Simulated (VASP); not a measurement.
# CdF2 (Fm-3m) in VASP: a series of runs, part 2 of 2

VASP 6.6.1. Earlier steps stand in the parts before.

### 4 Relaxation of cell and atoms, PBE, target pressure 8 GPa, at which the enthalpy is minimised

This run uses another cell than the first one, of 12.73 Å³/atom, 1.134 times its volume.

The input, INCAR:

```
SYSTEM = CdF2
  ALGO = Normal
  EDIFF = 1E-6
  EDIFFG = -0.008
  ENCUT = 600
  GGA = PE
  IBRION = 2
  ISIF = 3
  ISMEAR = 0
  LASPH = .TRUE.
  LCHARG = .FALSE.
  LREAL = .FALSE.
  LWAVE = .FALSE.
  NELM = 80
  NSW = 70
  PREC = Accurate
  PSTRESS = 80.0
  SIGMA = 0.02
```

The input, KPOINTS:

```
k-points
0
G
  8 8 8
  0 0 0
```

The input, POSCAR:

```
CdF2
1.0
    0.0000000000      2.6729059968      2.6729059968
    2.6729059968      0.0000000000      2.6729059968
    2.6729059968      2.6729059968      0.0000000000
Cd F
1 2
Direct
    0.0000000000      0.0000000000      0.0000000000
    0.2500000000      0.2500000000      0.2500000000
    0.7500000000      0.7500000000      0.7500000000
```

Potentials or basis: VASP PAW PBE potentials, release 64 (Cd, F).

The run is started by

```console
> cat potpaw_PBE.64/Cd/POTCAR potpaw_PBE.64/F/POTCAR > POTCAR
> mpirun -np 1 vasp_std > vasp.out
```

OUTCAR:

```text
SYSTEM = CdF2
   EDIFF = 1E-6
   EDIFFG = -0.008
   ENCUT = 600
   GGA = PE
   IBRION = 2
   ISIF = 3
   ISMEAR = 0
   LASPH = .TRUE.
   LREAL = .FALSE.
   NELM = 80
   NSW = 70
   PREC = Accurate
   PSTRESS = 80.0

 ion  position               nearest neighbor table
   1  0.000  0.000  0.000-   3 2.31   3 2.31   3 2.31   2 2.31   3 2.31   2 2.31   2 2.31   2 2.31

   2  0.250  0.250  0.250-   1 2.31   1 2.31   1 2.31   1 2.31
   3  0.750  0.750  0.750-   1 2.31   1 2.31   1 2.31   1 2.31

  LATTYP: Found a face centered cubic cell.
 ALAT       =     5.3458119936

  Lattice vectors:

 A1 = (   0.0000000000,   2.6729059968,   2.6729059968)
 A2 = (   2.6729059968,   0.0000000000,   2.6729059968)
[... 256 lines left out ...]

 number of electron      25.9999982 magnetization

 Free energy of the ion-electron system (eV)
  ---------------------------------------------------
  ext. energy  EPLUGINS =         0.00000000
  ---------------------------------------------------
  free energy    TOTEN  =       -10.83377093 eV

  energy without entropy =      -10.83377093  energy(sigma->0) =      -10.83377093

 E-fermi :  -1.0000     XC(G=0): -10.4964

 val. band max:       -1.1953252738   @ k =  -0.2500   0.5000   0.2500
 cond. band min:       1.9292370686   @ k =   0.0000   0.0000   0.0000
 fundamental gap:      3.1245623424
 Fermi energy:        -1.0000095081

 k-point     1 :       0.0000    0.0000    0.0000
  band No.  band energies     occupation
      1     -22.0887      2.00000
      2     -20.9392      2.00000
      3      -6.8602      2.00000
      4      -6.8602      2.00000
      5      -6.8602      2.00000
      6      -5.5834      2.00000
[... 457 lines left out ...]
      4      -6.2696      2.00000
      5      -5.6533      2.00000
      6      -5.6239      2.00000
[... 9 lines left out ...]
     16      11.8771      0.00000
     17      12.8677      0.00000

 [... further k-points ...]
[... 5 lines left out ...]
  --------------------------------------------------------------------------------------
  -------------------------------------------------------------------------------------
  Total        1.9260836      1.9260836      1.9260836      0.0000000      0.0000000      0.0000000
  in kB       80.1471605     80.1471605     80.1471605      0.0000000      0.0000000      0.0000000
  external PRESSURE =       0.1471605 kB  Pullay stress =      80.0000000 kB
[... 22 lines left out ...]
  energy  without entropy=      -10.8337709294  energy(sigma->0) =      -10.83377093

  enthalpy is  TOTEN    =        -8.9112239083 eV   P V=        1.9225470211

 reached required accuracy - stopping structural energy minimisation
```

CONTCAR:

```text
CdF2
   1.00000000000000
     0.0000000000000000    2.6801299795926261    2.6801299795926261
     2.6801299795926261   -0.0000000000000000    2.6801299795926261
     2.6801299795926261    2.6801299795926261    0.0000000000000000
  Cd              F
     1     2
Direct
     0.0000000000000000    0.0000000000000000    0.0000000000000000
     0.2500000000000000    0.2500000000000000    0.2500000000000000
     0.7500000000000000    0.7500000000000000    0.7500000000000000

  0.00000000E+00  0.00000000E+00  0.00000000E+00
  0.00000000E+00  0.00000000E+00  0.00000000E+00
  0.00000000E+00  0.00000000E+00  0.00000000E+00
```

Wall time 87 s (1 thread of AMD EPYC 7R13, shared host); peak memory 0.15 GiB.

What came out:

```
Free energy                                            : -10.8338 eV
Relaxed volume                                         : 12.83 Å³/atom
Relaxed cell                                           : a = 3.790 Å, b = 3.790 Å, c = 3.790 Å, α = 60.00°, β = 60.00°, γ = 60.00°
Space group after relaxing (to 0.05 Å)                 : Fm-3m (No. 225)
Energy change on relaxing (the enthalpy is what falls) : -5.5 meV/atom
Ionic steps                                            : 3
Pressure after relaxing                                : 8.0 GPa
Band gap on the k mesh                                 : 3.12 eV, indirect (least direct gap 3.60 eV)
```

The path:
```csv
step,energy change (eV),largest force (eV/Å),pressure (GPa),volume (Å³)
1,0.0000,0.0000,9.09,38.19
2,-0.0248,0.0000,7.40,38.68
3,-0.0165,0.0000,8.01,38.50
```

Final structure:
```
Cd F
1.0
     0.00000    2.68013    2.68013
     2.68013    0.00000    2.68013
     2.68013    2.68013    0.00000
Cd F
1 2
Direct
  0.00000 0.00000 0.00000
  0.25000 0.25000 0.25000
  0.75000 0.75000 0.75000
```

Caveat: the cell is relaxed towards a set pressure, so the enthalpy falls and the energy may rise. PBE usually gives volumes a little too large and moduli too small.

### 5 Relaxation of cell and atoms, PBE, target pressure 3 GPa, at which the enthalpy is minimised

This run uses another cell than the first one, of 13.34 Å³/atom, 1.188 times its volume.

The input, INCAR:

```
PREC = Accurate
ENCUT = 600
EDIFF = 1E-6
ISMEAR = 0
SIGMA = 0.02
LREAL = F
LASPH = T
NELM = 80
ALGO = Normal
ISIF = 3
LWAVE = F
LCHARG = F
GGA = PE
IBRION = 2
NSW = 70
EDIFFG = -0.008
PSTRESS = 30.0
```

The input, KPOINTS:

```
regular mesh
0
Gamma
  8 8 8
```

The input, POSCAR:

```
CdF2
1.0
    0.0000000000      2.7150196215      2.7150196215
    2.7150196215      0.0000000000      2.7150196215
    2.7150196215      2.7150196215      0.0000000000
Cd F
1 2
Direct
    0.0000000000      0.0000000000      0.0000000000
    0.2500000000      0.2500000000      0.2500000000
    0.7500000000      0.7500000000      0.7500000000
```

The run is started by

```console
> cat potpaw_PBE.64/Cd/POTCAR potpaw_PBE.64/F/POTCAR > POTCAR
> mpirun -np 1 vasp_std > vasp.out
```

It took 86 s on 1 thread of AMD EPYC 7R13, shared host; peak memory 0.17 GiB.

The run converged. Its results:

| Property | Result |
| --- | --- |
| Free energy | -10.8944 eV |
| Relaxed volume | 13.38 Å³/atom |
| Relaxed cell | a = 3.843 Å, b = 3.843 Å, c = 3.843 Å, α = 60.00°, β = 60.00°, γ = 60.00° |
| Space group after relaxing (to 0.05 Å) | Fm-3m (No. 225) |
| Energy change on relaxing (the enthalpy is what falls) | -0.7 meV/atom |
| Ionic steps | 3 |
| Pressure after relaxing | 3.0 GPa |
| Band gap on the k mesh | 2.98 eV, indirect (least direct gap 3.51 eV) |

Step by step:
| step | energy change (eV) | largest force (eV/Å) | pressure (GPa) | volume (Å³) |
| --- | --- | --- | --- | --- |
| 1 | 0.0000 | 0.0000 | 3.30 | 40.03 |
| 2 | -0.0028 | 0.0000 | 2.89 | 40.17 |
| 3 | -0.0020 | 0.0000 | 3.00 | 40.13 |

Final structure:
```xyz
3
Lattice="0.0000 2.7173 2.7173 2.7173 0.0000 2.7173 2.7173 2.7173 0.0000" Properties=species:S:1:pos:R:3 pbc="T T T"
Cd    0.0000    0.0000    0.0000
F     1.3587    1.3587    1.3587
F     4.0760    4.0760    4.0760
```

Levels at points of the mesh, in eV from the valence-band top:
| k point | band 10 | band 11 | band 12 | band 13 | band 14 | band 15 | band 16 | band 17 |
| --- | --- | --- | --- | --- | --- | --- | --- | --- |
| (0.00, 0.00, 0.00) | -0.91 | -0.53 | -0.53 | -0.53 | 2.98 | 12.58 | 12.58 | 12.58 |
| (0.50, 0.00, 0.00) | -1.74 | -1.74 | -0.41 | -0.41 | 6.98 | 9.07 | 14.27 | 14.27 |
| (0.50, 0.50, 0.00) | -2.82 | -0.45 | -0.09 | -0.09 | 7.79 | 9.51 | 11.87 | 14.05 |

Caveat: the cell is relaxed towards a set pressure, so the enthalpy falls and the energy may rise. A k mesh can miss the band edges.

### 6 Relaxation of cell and atoms, PBE, target pressure -3 GPa, at which the enthalpy is minimised

This run uses another cell than the first one, of 14.12 Å³/atom, 1.257 times its volume.

The input, INCAR:

```
ALGO = Normal
EDIFF = 1E-6
EDIFFG = -0.008
ENCUT = 600
GGA = PE
IBRION = 2
ISIF = 3
ISMEAR = 0
LASPH = True
LCHARG = False
LREAL = False
LWAVE = False
NELM = 60
NSW = 70
PREC = Accurate
PSTRESS = -30.0
SIGMA = 0.02
```

The input, KPOINTS:

```
k-points
0
Gamma
  8 8 8
```

The input, POSCAR:

```
CdF2
1.0
    0.0000000000      2.7667327310      2.7667327310
    2.7667327310      0.0000000000      2.7667327310
    2.7667327310      2.7667327310      0.0000000000
Cd F
1 2
Direct
    0.0000000000      0.0000000000      0.0000000000
    0.2500000000      0.2500000000      0.2500000000
    0.7500000000      0.7500000000      0.7500000000
```

Potentials or basis: VASP PAW PBE potentials, release 64 (Cd, F).

The run is started by

```console
> cat potpaw_PBE.64/Cd/POTCAR potpaw_PBE.64/F/POTCAR > POTCAR
> mpirun -np 1 vasp_std > vasp.out
```

OUTCAR:

```text
EDIFF = 1E-6
   EDIFFG = -0.008
   ENCUT = 600
   GGA = PE
   IBRION = 2
   ISIF = 3
   ISMEAR = 0
   LASPH = True
   LREAL = False
   NELM = 60
   NSW = 70
   PREC = Accurate
   PSTRESS = -30.0

 ion  position               nearest neighbor table
   1  0.000  0.000  0.000-   3 2.40   3 2.40   2 2.40   3 2.40   2 2.40   2 2.40   3 2.40   2 2.40

   2  0.250  0.250  0.250-   1 2.40   1 2.40   1 2.40   1 2.40
   3  0.750  0.750  0.750-   1 2.40   1 2.40   1 2.40   1 2.40

  LATTYP: Found a face centered cubic cell.
 ALAT       =     5.5334654620

  Lattice vectors:

 A1 = (   0.0000000000,   2.7667327310,   2.7667327310)
 A2 = (   2.7667327310,   0.0000000000,   2.7667327310)
 A3 = (   2.7667327310,   2.7667327310,   0.0000000000)

Analysis of symmetry for initial positions (statically):
=====================================================================
 Subroutine PRICEL returns:
 Original cell was already a primitive cell.

 Routine SETGRP: Setting up the symmetry group for a
 face centered cubic supercell.

[... 213 lines left out ...]
  ---------------------------------------------------
  free energy    TOTEN  =       -10.89759768 eV

  energy without entropy =      -10.89759768  energy(sigma->0) =      -10.89759768

 E-fermi :  -1.8359     XC(G=0):  -9.9297

 val. band max:       -1.9460598742   @ k =  -0.2500   0.5000   0.2500
 cond. band min:       0.8058108812   @ k =   0.0000   0.0000   0.0000
 fundamental gap:      2.7518707553
 Fermi energy:        -1.8358976989

 k-point     1 :       0.0000    0.0000    0.0000
  band No.  band energies     occupation
      1     -22.2951      2.00000
      2     -21.4192      2.00000
      3      -7.3555      2.00000
      4      -7.3555      2.00000
      5      -7.3555      2.00000
      6      -6.5023      2.00000
[... 457 lines left out ...]
      4      -6.9343      2.00000
      5      -6.5143      2.00000
      6      -6.5095      2.00000
[... 9 lines left out ...]
     16      10.2910      0.00000
     17      11.3101      0.00000

 [... further k-points ...]
[... 5 lines left out ...]
  --------------------------------------------------------------------------------------
  -------------------------------------------------------------------------------------
  Total       -0.8173144     -0.8173144     -0.8173144      0.0000000     -0.0000000      0.0000000
  in kB      -30.5946291    -30.5946291    -30.5946291      0.0000000     -0.0000000      0.0000000
  external PRESSURE =      -0.5946291 kB  Pullay stress =     -30.0000000 kB

 VOLUME and BASIS-vectors are now :
 -----------------------------------------------------------------------------
  energy-cutoff  :      600.00
  volume of cell :       42.80
      direct lattice vectors                 reciprocal lattice vectors
     0.000000000  2.776354075  2.776354075    -0.180092303  0.180092303  0.180092303
     2.776354075  0.000000000  2.776354075     0.180092303 -0.180092303  0.180092303
     2.776354075  2.776354075 -0.000000000     0.180092303  0.180092303 -0.180092303

 POSITION                                       TOTAL-FORCE (eV/Angst)
 -----------------------------------------------------------------------------------
      2.77635      2.77635      5.55271         0.000000     -0.000000     -0.000000
      1.38818      1.38818      1.38818         0.000000     -0.000000      0.000000
      4.16453      4.16453      4.16453        -0.000000      0.000000     -0.000000
 -----------------------------------------------------------------------------------
    total drift:                               -0.000000     -0.000000      0.000000

  FREE ENERGIE OF THE ION-ELECTRON SYSTEM (eV)
  ---------------------------------------------------
  free  energy   TOTEN  =       -10.8975976837 eV

  energy  without entropy=      -10.8975976837  energy(sigma->0) =      -10.89759768

  enthalpy is  TOTEN    =       -11.6990269976 eV   P V=       -0.8014293140

 reached required accuracy - stopping structural energy minimisation
```

OSZICAR:

```text
N       E                     dE             d eps       ncg     rms          rms(c)
DAV:   1     0.217515483387E+03    0.21752E+03   -0.17089E+04  1010   0.171E+03
DAV:   2    -0.270129828428E+01   -0.22022E+03   -0.21446E+03  1136   0.402E+02
DAV:   3    -0.126802455476E+02   -0.99789E+01   -0.99602E+01  1060   0.946E+01
[... 15 lines left out ...]
DAV:   3    -0.108980024405E+02    0.20475E-02   -0.52158E-03  1011   0.128E+00    0.310E-01
DAV:   4    -0.108976940593E+02    0.30838E-03   -0.69781E-04   995   0.318E-01    0.218E-01
DAV:   5    -0.108976043336E+02    0.89726E-04   -0.13868E-04  1041   0.136E-01    0.221E-02
DAV:   6    -0.108975976492E+02    0.66844E-05   -0.27462E-05  1204   0.899E-02    0.476E-03
DAV:   7    -0.108975976837E+02   -0.34443E-07   -0.25950E-06   965   0.176E-02
   2 F= -.11699027E+02 E0= -.11699027E+02  d E =-.101723E-02
```

CONTCAR:

```text
CdF2
   1.00000000000000
     0.0000000000000000    2.7763540747490651    2.7763540747490651
     2.7763540747490651    0.0000000000000000    2.7763540747490651
     2.7763540747490651    2.7763540747490651   -0.0000000000000000
  Cd              F
     1     2
Direct
     1.0000000000000000    1.0000000000000000    0.0000000000000000
     0.2500000000000000    0.2500000000000000    0.2500000000000000
     0.7500000000000000    0.7500000000000000    0.7500000000000000

  0.00000000E+00  0.00000000E+00  0.00000000E+00
  0.00000000E+00  0.00000000E+00  0.00000000E+00
  0.00000000E+00  0.00000000E+00  0.00000000E+00
```

Run time: 72 s. Hardware: 1 thread of AMD EPYC 7R13, shared host; peak memory 0.17 GiB.

Results:

* Free energy: -10.8976 eV
* Relaxed volume: 14.27 Å³/atom
* Relaxed cell: a = 3.926 Å, b = 3.926 Å, c = 3.926 Å, α = 60.00°, β = 60.00°, γ = 60.00°
* Space group after relaxing (to 0.05 Å): Fm-3m (No. 225)
* Energy change on relaxing (the enthalpy is what falls): +2.4 meV/atom
* Ionic steps: 2
* Pressure after relaxing: -3.1 GPa
* Band gap on the k mesh: 2.75 eV, indirect (least direct gap 3.35 eV)

The path:
```csv
step,energy change (eV),largest force (eV/Å),pressure (GPa),volume (Å³)
1,0.0000,0.0000,-2.18,42.36
2,0.0073,0.0000,-3.06,42.80
```

Final structure:
```yaml
crystal:
  lattice:
    - [0.00000, 2.77635, 2.77635]
    - [2.77635, 0.00000, 2.77635]
    - [2.77635, 2.77635, 0.00000]
  atoms:
    - { symbol: Cd, position: [0.00000, 0.00000, 0.00000] }
    - { symbol: F, position: [0.25000, 0.25000, 0.25000] }
    - { symbol: F, position: [0.75000, 0.75000, 0.75000] }
```

Levels at points of the mesh, in eV from the valence-band top:
| k point | band 10 | band 11 | band 12 | band 13 | band 14 | band 15 | band 16 | band 17 |
| --- | --- | --- | --- | --- | --- | --- | --- | --- |
| (0.00, 0.00, 0.00) | -0.77 | -0.59 | -0.59 | -0.59 | 2.75 | 12.25 | 12.25 | 12.25 |
| (0.50, 0.00, 0.00) | -1.53 | -1.53 | -0.44 | -0.44 | 6.50 | 8.84 | 13.71 | 13.71 |
| (0.50, 0.50, 0.00) | -2.51 | -0.35 | -0.08 | -0.08 | 7.27 | 9.17 | 11.72 | 13.48 |

Caveat: the cell is relaxed towards a set pressure, so the enthalpy falls and the energy may rise.

### 7 Overview

| cell | gap on the mesh (eV) | pressure (GPa) |
| --- | --- | --- |
| relaxed to 30 GPa from a = 3.625 Å, angles 60.0°, 3 atoms | 3.58 | 30.0 |
| relaxed to 15 GPa from a = 3.718 Å, angles 60.0°, 3 atoms | 3.29 | 15.0 |
| relaxed to 8 GPa from a = 3.780 Å, angles 60.0°, 3 atoms | 3.12 | 8.0 |
| relaxed to 3 GPa from a = 3.840 Å, angles 60.0°, 3 atoms | 2.98 | 3.0 |
| relaxed to -3 GPa from a = 3.913 Å, angles 60.0°, 3 atoms | 2.75 | -3.1 |

Alike in all rows: task relaxation of cell and atoms; level PBE; potentials or basis VASP PAW PBE potentials, release 64 (Cd, F); no spin polarisation; k mesh 8 × 8 × 8; cutoff (eV) 600; smearing gaussian 0.02 eV.

Caveats: the cell is relaxed towards a set pressure, so the enthalpy falls and the energy may rise.

Absolute energies hang on the potentials; compare differences alone.
